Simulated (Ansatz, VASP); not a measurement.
**One calculation of Ca, two programs**

File POSCAR:

```
Ca
1.0
   -2.2982076723      2.2982076723      2.2982076723
    2.2982076723     -2.2982076723      2.2982076723
    2.2982076723      2.2982076723     -2.2982076723
Ca
1
Direct
    0.0000000000      0.0000000000      0.0000000000
```

Contents of INCAR.step1:

```
PREC = Accurate ; ENCUT = 520
ISMEAR = 1 ; SIGMA = 0.1
LREAL = False ; LASPH = True
NELM = 100 ; NBANDS = 11
GGA = PE ; ALGO = Normal
EDIFF = 1E-4 ; LWAVE = True
LCHARG = False
```

INCAR.step2

```
PREC = Accurate ; ENCUT = 520
EDIFF = 1E-7 ; ISMEAR = 1
SIGMA = 0.1 ; LREAL = False
LASPH = True ; NELM = 100
ALGO = Normal ; ISIF = 2
LWAVE = False ; LCHARG = False
METAGGA = R2SCAN ; LMIXTAU = True
NBANDS = 11 ; ISTART = 1
```

The input KPOINTS:

```
regular mesh
0
Gamma
  9 9 9
```

Input for Ansatz:

```yaml
crystal:
  lattice:
    - [-2.298207672333481, 2.298207672333481, 2.298207672333481]
    - [2.298207672333481, -2.298207672333481, 2.298207672333481]
    - [2.298207672333481, 2.298207672333481, -2.298207672333481]
  atoms:
    - { symbol: Ca, position: [0.0, 0.0, 0.0] }
basis:
  ecutwfc: 500.0
kpoints:
  mp_grid:
    grid: [9, 9, 9]
hamiltonian:
  xc: r2scan
scf:
  max_iter: 90
  occupations:
    method: cold
output:
  stress: true
```

Alike in both runs: task single point; functional r2SCAN; k mesh 9 × 9 × 9; no spin polarisation.

|  | VASP | Ansatz |
| --- | --- | --- |
| version | VASP 6.6.1 | Ansatz 0.2.0 |
| potentials or method | VASP PAW PBE potentials, release 64 (Ca_sv), cutoff 520 eV | plane waves, PAW |
| occupations | methfessel-paxton of order 1, width 0.1 eV | cold |
| valence electrons in the cell | 10 | 10 |

|  | VASP | Ansatz | Ansatz less VASP |
| --- | --- | --- | --- |
| pressure (GPa) | -1.7 | -1.7 | -0.04 |

VASP's potentials were made for PBE, not for r2SCAN.
